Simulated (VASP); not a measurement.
# GaAs in VASP: further runs

Runs on GaAs. Level: PBE+D3(BJ). Tasks: single point.

Program: VASP 6.6.1. These are calculated values, not measurements. Logs are shortened: lines on timing, memory, paths and dates and some standing lists are left out, and cuts for length are marked.

**1. The cell of the first run**

The cell holds a slab with vacuum, 16 atoms: a = 8.027 Å, b = 8.027 Å, c = 20.096 Å, α = 90.00°, β = 90.00°, γ = 120.00°.

**2. Single point, PBE+D3(BJ)**

Contents of INCAR:

```
PREC = Accurate ; ENCUT = 520
EDIFF = 1E-6 ; ISMEAR = 0
SIGMA = 0.05 ; LREAL = Auto
LASPH = True ; NELM = 80
ALGO = Normal ; ISIF = 2
LWAVE = False ; LCHARG = False
LDIPOL = True ; IDIPOL = 3
DIPOL = 0.5 0.5 0.503 ; GGA = PE
IVDW = 12 ; NBANDS = 86
```

Contents of KPOINTS:

```
Automatic mesh
0
Gamma
  2 2 1
```

Contents of POSCAR:

```
GaAs
1.0
    8.0267120225      0.0000000000      0.0000000000
   -4.0133560112      6.9513365203      0.0000000000
    0.0000000000      0.0000000000     20.0961143265
As Ga
8 8
Direct
    0.5000000000      0.0000000000      0.3980869073
    0.5000000000      0.5000000000      0.3980869073
    0.0000000000      0.0000000000      0.3980869073
    0.0000000000      0.5000000000      0.3980869073
    0.6666666667      0.8333333333      0.5732992833
    0.6666666667      0.3333333333      0.5732992833
    0.1666666667      0.8333333333      0.5732992833
    0.1666666667      0.3333333333      0.5732992833
    0.1666666667      0.8333333333      0.4388521444
    0.1666666667      0.3333333333      0.4388521444
    0.6666666667      0.8333333333      0.4388521444
    0.6666666667      0.3333333333      0.4388521444
    0.3333333333      0.6666666667      0.6015933490
    0.3333333333      0.1666666667      0.6015933490
    0.8333333333      0.6666666667      0.6015933490
    0.8333333333      0.1666666667      0.6015933490
```

Potentials or basis: VASP PAW PBE potentials, release 64 (As, Ga_d).

On the command line:

```bash
$ cat potpaw_PBE.64/As/POTCAR potpaw_PBE.64/Ga_d/POTCAR > POTCAR
$ mpirun -np 1 vasp_std > vasp.out
```

OUTCAR:

```text
PREC = Accurate
   ENCUT = 520
   EDIFF = 1E-6
   ISMEAR = 0
   LREAL = Auto
   LASPH = True
   NELM = 80
   ISIF = 2
   GGA = PE
   IVDW = 12
 IVDW          = 12

 ion  position               nearest neighbor table
   1  0.500  0.000  0.398-  12 2.46   9 2.46  11 2.46
   2  0.500  0.500  0.398-  11 2.46  10 2.46  12 2.46
   3  0.000  0.000  0.398-  10 2.46  11 2.46   9 2.46
   4  0.000  0.500  0.398-   9 2.46  12 2.46  10 2.46
   5  0.667  0.833  0.573-  15 2.39  16 2.39  13 2.39  11 2.70
   6  0.667  0.333  0.573-  16 2.39  15 2.39  14 2.39  12 2.70
   7  0.167  0.833  0.573-  13 2.39  14 2.39  15 2.39   9 2.70
   8  0.167  0.333  0.573-  14 2.39  13 2.39  16 2.39  10 2.70
   9  0.167  0.833  0.439-   4 2.46   1 2.46   3 2.46   7 2.70
  10  0.167  0.333  0.439-   3 2.46   2 2.46   4 2.46   8 2.70
  11  0.667  0.833  0.439-   2 2.46   3 2.46   1 2.46   5 2.70
  12  0.667  0.333  0.439-   1 2.46   4 2.46   2 2.46   6 2.70
  13  0.333  0.667  0.602-   7 2.39   8 2.39   5 2.39
  14  0.333  0.167  0.602-   8 2.39   7 2.39   6 2.39
  15  0.833  0.667  0.602-   5 2.39   6 2.39   7 2.39
  16  0.833  0.167  0.602-   6 2.39   5 2.39   8 2.39

  LATTYP: Found a hexagonal cell.
 ALAT       =     8.0267120225
 C/A-ratio  =     2.5036545811

  Lattice vectors:

 A1 = (   8.0267120225,   0.0000000000,   0.0000000000)
 A2 = (  -4.0133560112,   6.9513365203,   0.0000000000)
 A3 = (   0.0000000000,   0.0000000000,  20.0961143265)

Analysis of symmetry for initial positions (statically):
=====================================================================
 Subroutine PRICEL returns following result:

  LATTYP: Found a hexagonal cell.
 ALAT       =     4.0133560113
 C/A-ratio  =     5.0073091622

  Lattice vectors:

 A1 = (   4.0133560112,   0.0000000000,   0.0000000000)
 A2 = (  -2.0066780056,   3.4756682601,   0.0000000000)
 A3 = (   0.0000000000,   0.0000000000,  20.0961143265)

   4 primitive cells build up your supercell.

 Routine SETGRP: Setting up the symmetry group for a
 hexagonal supercell.

 Subroutine GETGRP returns: Found  6 space group operations
 (whereof  6 operations were pure point group operations)
 out of a pool of 24 trial point group operations.

The static configuration has the point symmetry C_3v.

Analysis of symmetry for dynamics (positions and initial velocities):
=====================================================================
 Subroutine PRICEL returns following result:

  LATTYP: Found a hexagonal cell.
 ALAT       =     4.0133560113
 C/A-ratio  =     5.0073091622

  Lattice vectors:

 A1 = (   4.0133560112,   0.0000000000,   0.0000000000)
 A2 = (  -2.0066780056,   3.4756682601,   0.0000000000)
 A3 = (   0.0000000000,   0.0000000000,  20.0961143265)

   4 primitive cells build up your supercell.

 Routine SETGRP: Setting up the symmetry group for a
 hexagonal supercell.

 Subroutine GETGRP returns: Found  6 space group operations
 (whereof  6 operations were pure point group operations)
 out of a pool of 24 trial point group operations.

The dynamic configuration has the point symmetry C_3v.

 Subroutine INISYM returns: Found  6 space group operations
 (whereof  6 operations are pure point group operations),
 and found     4 'primitive' translations

----------------------------------------------------------------------------------------

                                     Primitive cell

  volume of cell :     280.3226

  direct lattice vectors                    reciprocal lattice vectors
     4.013356011  0.000000000  0.000000000     0.249168027  0.143857228  0.000000000
    -2.006678006  3.475668260  0.000000000     0.000000000  0.287714455  0.000000000
     0.000000000  0.000000000 20.096114327     0.000000000  0.000000000  0.049760863

  length of vectors
     4.013356011  4.013356011 20.096114327     0.287714455  0.287714455  0.049760863

  position of ions in fractional coordinates (direct lattice)
     0.000000000  0.000000000  0.398086907
     0.333333333  0.666666667  0.573299283
     0.333333333  0.666666667  0.438852144
     0.666666667  0.333333333  0.601593349

  ion indices of the primitive-cell ions
   primitive index   ion index
                 1           1
                 2           5
                 3          11
                 4          14

----------------------------------------------------------------------------------------

 KPOINTS: Automatic mesh

Automatic generation of k-mesh.
 Grid dimensions read from file:
 generate k-points for:    2    2    1

 Generating k-lattice:

  Cartesian coordinates                     Fractional coordinates (reciprocal lattice)
     0.062292007  0.035964307  0.000000000     0.500000000 -0.000000000  0.000000000
     0.000000000  0.071928614  0.000000000     0.000000000  0.500000000  0.000000000
     0.000000000  0.000000000  0.049760863     0.000000000  0.000000000  1.000000000

  Length of vectors
     0.071928614  0.071928614  0.049760863

  Shift w.r.t. Gamma in fractional coordinates (k-lattice)
     0.000000000  0.000000000  0.000000000

 Subroutine IBZKPT returns following result:
 ===========================================

 Found      2 irreducible k-points:

 Following reciprocal coordinates:
            Coordinates               Weight
  0.000000  0.000000  0.000000      1.000000
  0.500000  0.000000  0.000000      3.000000
   k-points           NKPTS =      2   k-points in BZ     NKDIM =      2   number of bands    NBANDS=     86
   number of dos      NEDOS =    301   number of ions     NIONS =     16
   total plane-waves  NPLWV = 540000
   dimension x,y,z NGX =    60 NGY =   60 NGZ =  150
   dimension x,y,z NGXF=   120 NGYF=  120 NGZF=  300
   ions per type =               8   8
   NGX,Y,Z   is equivalent  to a cutoff of  12.43, 12.43, 12.41 a.u.
   NGXF,Y,Z  is equivalent  to a cutoff of  24.85, 24.85, 24.82 a.u.
 SYSTEM =  unknown system
   PREC   = accura    normal or accurate (medium, high low for compatibility)
   ISTART =      0    job   : 0-new  1-cont  2-samecut
   ICHARG =      2    charge: 1-file 2-atom 10-const
   ISPIN  =      1    spin polarized calculation?
   LNONCOLLINEAR =      F non collinear calculations
   LSORBIT =      F    spin-orbit coupling
   LASPH  =      T    aspherical Exc in radial PAW
   ENCUT  =  520.0 eV  38.22 Ry    6.18 a.u.  14.92 14.92 37.37*2*pi/ulx,y,z
   NELM   =     80;   NELMIN=  2; NELMDL= -5     # of ELM steps
   EDIFF  = 0.1E-05   stopping-criterion for ELM
   LREAL  =      T    real-space projection
   EDIFFG = 0.1E-04   stopping-criterion for IOM
   NSW    =      0    number of steps for IOM
   IBRION =     -1    ionic relax: 0-MD 1-quasi-New 2-CG
   NFREE  =      0    steps in history (QN), initial steepest desc. (CG)
   ISIF   =      2    stress and relaxation
   ISYM   =      2    0-nonsym 1-usesym 2-fastsym
   POTIM  = 0.5000    time-step for ionic-motion
   TEBEG  =    0.0;   TEEND  =   0.0 temperature during run
   PSTRESS=    0.0 pullay stress
   NELECT =     144.0000    total number of electrons
   NUPDOWN=      -1.0000    fix difference up-down
   EMIN   =  10.00;   EMAX   =-10.00  energy-range for DOS
   EFERMI =   0.00;   METHOD = LEGACY
   ISMEAR =     0;   SIGMA  =   0.05  broadening in eV -4-tet -1-fermi 0-gaus
   EFERMI_NEDOS =   21; number of points for ismear=-14 and -15
   IALGO  =     38    algorithm
   IMIX   =      4    mixing-type and parameters
     AMIX     =   0.40;   BMIX     =  1.00
     AMIX_MAG =   1.60;   BMIX_MAG =  1.00
  volume/ion in A,a.u.               =      70.08       472.93
  Fermi-wavevector in a.u.,A,eV,Ry     =   0.825955  1.560828  9.281913  0.682201
  Thomas-Fermi vector in A             =   1.937903
   LORBIT       =      0    0 simple, 1 ext, 2 COOP (PROOUT), +10 PAW based schemes
   GGA     = PE    functional components
   LHFCALC =     F    Hartree Fock is set to
   AEXX    =    0.0000 exact exchange contribution
   IVDW    =    12    specifies the selected vdW correction
   LEPSILON=     F    determine dielectric tensor
   LRPA    =     F    only Hartree local field effects (RPA)
 non-spin polarized calculation
 Gauss-broadening in eV      SIGMA  =   0.05
  energy-cutoff  :      520.00
  volume of cell :     1121.29
 maximum number of plane-waves:     30212
 NGX is ok and might be reduce to    60
   NGX = 29   NGY = 29   NGZ = 75

 number of electron     143.9999889 magnetization

 dipolmoment           0.000000      0.000000     -0.649136 electrons x Angstroem

 Free energy of the ion-electron system (eV)
  ---------------------------------------------------
  ext. energy  EPLUGINS =         0.00000000
  ---------------------------------------------------
  free energy    TOTEN  =       -59.76975205 eV

  energy without entropy =      -59.75048430  energy(sigma->0) =      -59.76011818

 E-fermi :  -1.5689     XC(G=0):  -3.8099

 val. band max:       -1.5831203862   @ k =   0.0000   0.0000   0.0000
 cond. band min:      -1.1400964247   @ k =   0.5000   0.0000   0.0000
 fundamental gap:      0.4430239615
 Fermi energy:        -1.5688724856

 k-point     1 :       0.0000    0.0000    0.0000
  band No.  band energies     occupation
      1     -17.4506      2.00000
      2     -17.4362      2.00000
      3     -17.4362      2.00000
      4     -17.4362      2.00000
      5     -17.3646      2.00000
      6     -17.3646      2.00000
[... 76 lines left out ...]
     83       0.5307      0.00000
     84       0.5307      0.00000

 k-point     2 :       0.5000    0.0000    0.0000
  band No.  band energies     occupation
      1     -17.4379      2.00000
      2     -17.4379      2.00000
      3     -17.4282      2.00000
      4     -17.4282      2.00000
      5     -17.3672      2.00000
      6     -17.3672      2.00000
[... 76 lines left out ...]
     83       2.2137      0.00000
     84       2.2138      0.00000
 [bands above 84 left out]

------------------------ aborting loop because EDIFF is reached ----------------------------------------

 vacuum level on the upper side and lower side of the slab       (xc-potential included)        -1.030         1.018

 Edisp (eV)   -3.35929

 E8    (eV) :    -1.5670

  FORCE on cell =-STRESS in cart. coord.  units (eV):
  Direction    XX          YY          ZZ          XY          YZ          ZX
  --------------------------------------------------------------------------------------
  -------------------------------------------------------------------------------------
  Total       4.41585     4.41585    -0.99739     0.00000     0.00000    -0.00000
  in kB       6.30967     6.30967    -1.42514     0.00000     0.00000    -0.00000
  external pressure =        3.73 kB  Pullay stress =        0.00 kB

 VOLUME and BASIS-vectors are now :
 -----------------------------------------------------------------------------
  energy-cutoff  :      520.00
  volume of cell :     1121.29
      direct lattice vectors                 reciprocal lattice vectors
     8.026712022  0.000000000  0.000000000     0.124584014  0.071928614  0.000000000
    -4.013356011  6.951336520  0.000000000     0.000000000  0.143857228  0.000000000
     0.000000000  0.000000000 20.096114327     0.000000000  0.000000000  0.049760863

 POSITION                                       TOTAL-FORCE (eV/Angst)
 -----------------------------------------------------------------------------------
      4.01336      0.00000      8.00000         0.000000     -0.000000      0.229633
      2.00668      3.47567      8.00000         0.000000     -0.000000      0.229633
      0.00000      0.00000      8.00000         0.000000      0.000000      0.229633
     -2.00668      3.47567      8.00000         0.000000     -0.000000      0.229633
      2.00668      5.79278     11.52109         0.000000     -0.000000     -0.025474
      4.01336      2.31711     11.52109         0.000000     -0.000000     -0.025474
[... 8 lines left out ...]
      4.01336      4.63422     12.08969        -0.000000     -0.000000      0.006419
      6.02003      1.15856     12.08969        -0.000000      0.000000      0.006419
 -----------------------------------------------------------------------------------
    total drift:                               -0.000015      0.000005     -0.077531

  FREE ENERGIE OF THE ION-ELECTRON SYSTEM (eV)
  ---------------------------------------------------
  free  energy   TOTEN  =       -63.1290376488 eV

  energy  without entropy=      -63.1097699030  energy(sigma->0) =      -63.11940378

 vacuum level on the upper side and lower side of the slab         1.687         3.792
```

Run time: 12 min. Hardware: 1 thread of Intel Xeon 6975P-C, shared host; peak memory 0.99 GiB.

Results:

```
Free energy                : -63.1290 eV
Largest force              : 0.230 eV/Å
Band gap on the k mesh     : zero (filled and empty bands touch)
Dispersion energy per atom : -0.210 eV
```

Forces on the atoms (eV/Å):
```
As   0.000  0.000  0.230
As   0.000  0.000  0.230
As   0.000  0.000  0.230
As   0.000  0.000  0.230
As   0.000  0.000 -0.025
As   0.000  0.000 -0.025
As   0.000  0.000 -0.025
As   0.000  0.000 -0.025
Ga   0.000  0.000 -0.211
Ga   0.000  0.000 -0.211
Ga   0.000  0.000 -0.211
Ga   0.000  0.000 -0.211
Ga   0.000  0.000  0.006
Ga   0.000  0.000  0.006
Ga   0.000  0.000  0.006
Ga   0.000  0.000  0.006
```

Caveat: the k points lie up to 0.45 Å⁻¹ apart.

(Part 1 of 2 ends here.)
